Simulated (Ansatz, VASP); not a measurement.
Two plane-wave programs on HgTe

```
Te Hg
1.0
     4.60452    0.00000    0.00000
    -2.30226    3.98763    0.00000
     0.00000    0.00000   23.45904
Te Hg
3 3
Direct
  0.00000 0.00000 0.32262
  0.33333 0.66667 0.48512
  0.66667 0.33333 0.64868
  0.33333 0.66667 0.35684
  0.66667 0.33333 0.51857
  0.00000 0.00000 0.66817
```

Alike in both runs: functional PBEsol; k mesh 9 × 9 × 1; occupations gaussian, width 0.1 eV; no spin polarisation.

Ansatz relaxed the structure, and its values are those at the end. VASP's run is a single point on that final structure, the one shown.

|  | VASP | Ansatz |
| --- | --- | --- |
| version | VASP 6.6.1 | Ansatz 0.2.0 |
| potentials or method | VASP PAW PBE potentials, release 64 (Te, Hg), cutoff 520 eV | scalar-relativistic, plane waves, PAW |
| valence electrons in the cell | 54 | 108 |

VASP gave:

```
gap on the k mesh at the Fermi level (eV) : none
rms of the force components (eV/Å)        : 0.007
```

Estimate Ansatz's values.

gap on the k mesh at the Fermi level (eV): none; rms of the force components (eV/Å): 0.001.

VASP's potentials were made for PBE, not for PBEsol. A gap of «none» marks a metal or a gap that the smearing closes. VASP's potentials hold 54 valence electrons a cell and Ansatz's 108, so a difference there can come from the potentials and not from the codes. Ansatz's warnings: xc potential rough in thin density.

Spin-orbit coupling is off throughout.
